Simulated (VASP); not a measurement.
Runs of VASP 6.6.1 on Fe. The structure is that of space group Im-3m (No. 229), or close to it. The cells are those of the table. 

```tsv
task	spin	cell	gap on the mesh (eV)	pressure (GPa)	moment (μB)
single point	collinear, ferromagnetic start	a = 2.413 Å, angles 109.5°, 1 atom	none	-9.4	2.05
single point	collinear, ferromagnetic start	a = 2.385 Å, angles 109.5°, 1 atom	none	(a)	1.95
electric field gradients	collinear, ferromagnetic start	a = 2.499 Å, angles 109.5°, 1 atom	none	-26.1	2.21
electric field gradients	collinear, ferromagnetic start	a = 2.381 Å, angles 109.5°, 1 atom	none	-1.0	1.94
single point	collinear, ferromagnetic start	a = 2.349 Å, angles 109.5°, 1 atom	none	10.3	1.87
single point	collinear, ferromagnetic start	a = 2.499 Å, angles 109.5°, 1 atom	none	-26.1	2.21
single point	off	a = 2.381 Å, angles 109.5°, 1 atom	none	(b)	-
single point	collinear, ferromagnetic start	a = 2.381 Å, angles 109.5°, 1 atom	none	-1.0	1.94
```

Alike in all rows: level LDA; potentials or basis VASP PAW LDA potentials, release 64 (Fe); k mesh 22 × 22 × 22; cutoff (eV) 520; smearing gaussian 0.05 eV.

Question: Fill in the values left out.

Answer: (a) -2.4; (b) -16.8.

Caveats: the cell stands under tension (at least some runs); the cell stands under pressure (at least some runs).

A gap of «none» marks levels without a gap at the run's occupations.
